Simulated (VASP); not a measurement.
Wanted: the native input for a VASP 6.6.1 run.

| Property | Result |
| --- | --- |
| Task | single point |
| Functional | PBEsol |
| Potentials or basis | VASP PAW PBE potentials, release 64 (Ge_d) |
| Cutoff | 520 eV |
| k mesh | 9 × 9 × 1 |
| Occupations | gaussian, width 0.1 eV |
| Spin | no spin polarisation |
| Dipole correction | yes |
| Further INCAR settings | ALGO = Normal; EDIFF = 1e-06; NBANDS = 58 |

The structure of Ge lies in POSCAR:

```
Ge
1.0
    4.0133694130      0.0000000000      0.0000000000
   -2.0066847065      3.4756798664      0.0000000000
    0.0000000000      0.0000000000     26.3730304083
Ge
7
Direct
    0.3333333333      0.6666666666      0.3222989496
    0.0000000000      0.0000000000      0.3533619556
    0.0000000000      0.0000000000      0.4465509735
    0.6665056770      0.3332528385      0.4771993266
    0.6725156383      0.3362578191      0.5728422284
    0.3384135517      0.6692067759      0.6225105151
   -0.3284918496      0.3357540752      0.6763133344
```

One way to write it, as run:

INCAR

```
ALGO = Normal ; DIPOL = 0.5 0.5 0.496
EDIFF = 1E-6 ; ENCUT = 520
GGA = PS ; IDIPOL = 3
ISIF = 2 ; ISMEAR = 0
LASPH = True ; LCHARG = True
LDIPOL = True ; LELF = True
LREAL = False ; LVACPOTAV = True
LVHAR = True ; LWAVE = False
NBANDS = 58 ; NELM = 80
PREC = Accurate ; SIGMA = 0.1
```

KPOINTS

```
k-points
0
Gamma
  9 9 1
```

Potentials or basis: VASP PAW PBE potentials, release 64 (Ge_d).

The run is started by

```console
$ cat potpaw_PBE.64/Ge_d/POTCAR > POTCAR
$ mpirun -np 1 vasp_std > vasp.out
```

Results of the run:

The largest force is 0.468 eV/Å and the band gap on the k mesh is zero (bands 49 and 50 overlap by 0.45 eV).

Caveat: the PAW data sets were made with another functional, which shifts forces and pressure a little.

Run time: 18 min on 1 thread of Intel(R) Xeon(R) Platinum 8488C (Sapphire Rapids) (shared host), peak memory 0.64 GiB.
